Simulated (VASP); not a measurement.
BN:

```
CELL_PARAMETERS angstrom
-1.23045 1.23045 4.26240
1.23045 -1.23045 4.26240
1.23045 1.23045 -4.26240
ATOMIC_POSITIONS crystal
B 0.83333 0.83333 0.00000
B 0.58333 0.08333 0.50000
N 0.66667 0.66667 0.00000
N 0.41667 0.91667 0.50000
```

The cell was built from a structure type or drawn by symmetry, and may not be a known phase.

```yaml
Program: VASP 6.6.1
Task: relaxation of cell and atoms
Functional: PBE
Potentials_or_basis: VASP PAW PBE potentials, release 64 (B, N)
Cutoff: 600 eV
k_mesh: 10 × 10 × 10
Occupations: gaussian, width 0.1 eV
Spin: no spin polarisation
```

At the start: pressure 47.1 GPa; volume 6.45 Å³/atom.

Where does the relaxation end?

Over 9 steps the energy falls by 143.7 meV/atom and the volume is 7.43 Å³/atom (+15.1 %); space group I4_1md (No. 109, to 0.1 Å) before and after.

Step by step:
```
step  energy change (eV)  largest force (eV/Å)  pressure (GPa)  volume (Å³)
   1              0.0000                1.2161           47.10        25.81
   2              0.0365                1.5843          -27.14        33.57
   3             -0.4925                0.8485            2.62        29.22
   4             -0.4859                1.3279           -7.14        30.84
   5             -0.5651                0.1685           -3.47        30.01
   6             -0.5711                0.0044            2.71        29.52
   7             -0.5748                0.0601            0.25        29.70
   8             -0.5747                0.0854           -0.08        29.74
   9             -0.5750                0.0016            0.12        29.72
```

Final structure:
```xyz
4
Lattice="-1.3071 1.3071 4.3488 1.3071 -1.3071 4.3488 1.3071 1.3071 -4.3488" Properties=species:S:1:pos:R:3 pbc="T T T"
B     0.0000    0.0000    7.2692
B     0.0000    1.3071    0.7459
N     0.0000    0.0000    5.7773
N     1.3071    0.0000    3.6029
```

Caveat: the volume moved by over 15 % at a fixed basis, so the end points are rough.
